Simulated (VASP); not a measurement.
Write the native input for VASP 6.6.1 that does the following.

```
Task                   : relaxation of cell and atoms
Functional             : PBEsol
Potentials or basis    : VASP PAW PBE potentials, release 64 (P, B)
Cutoff                 : 600 eV
k mesh                 : 10 × 10 × 10
Occupations            : fermi-dirac, width 0.05 eV
Spin                   : no spin polarisation
Target pressure        : 30 GPa
Dipole correction      : no
Further INCAR settings : ALGO = Normal; EDIFF = 1e-06; IBRION = 2; EDIFFG = -0.02; NSW = 80; ISIF = 3
```

The structure of BP lies in POSCAR:

```
BP
1.0
    0.0000000000      2.2690000000      2.2690000000
    2.2690000000      0.0000000000      2.2690000000
    2.2690000000      2.2690000000      0.0000000000
P B
1 1
Direct
    0.7500000000      0.7500000000      0.7500000000
    0.0000000000      0.0000000000      0.0000000000
```

The input as run:

INCAR

```
SYSTEM = BP
  PREC = Accurate
  ENCUT = 600
  EDIFF = 1E-6
  ISMEAR = -1
  SIGMA = 0.05
  LREAL = .FALSE.
  LASPH = .TRUE.
  NELM = 60
  ALGO = Normal
  ISIF = 3
  LWAVE = .FALSE.
  LCHARG = .FALSE.
  GGA = PS
  IBRION = 2
  NSW = 80
  EDIFFG = -0.02
  PSTRESS = 300.0
```

KPOINTS

```
regular mesh
0
G
  10 10 10
  0 0 0
```

Potentials or basis: VASP PAW PBE potentials, release 64 (P, B).

The run is started by

```sh
$ cat potpaw_PBE.64/P/POTCAR potpaw_PBE.64/B/POTCAR > POTCAR
$ mpirun -np 1 vasp_std > vasp.out
```

It gave:

```yaml
Relaxed_volume: 10.07 Å³/atom
Relaxed_cell: a = 3.054 Å, b = 3.054 Å, c = 3.054 Å, α = 60.00°, β = 60.00°, γ = 60.00°
Space_group_after_relaxing_to_0.1_Å: F-43m (No. 216)
Energy_change_on_relaxing_the_run_minimises_the_enthalpy: +123.8 meV/atom
Ionic_steps: 7
Pressure_after_relaxing: 30.0 GPa
Band_gap_on_the_k_mesh: 0.92 eV (least direct gap 3.63 eV)
```

Caveat: the cell is relaxed towards a set pressure, so the run minimises the enthalpy, not the energy; the PAW data sets were made with another functional, which shifts forces and pressure a little.

Wall time 93 s on 1 thread of Intel Xeon 8259CL (shared host), peak memory 0.16 GiB.
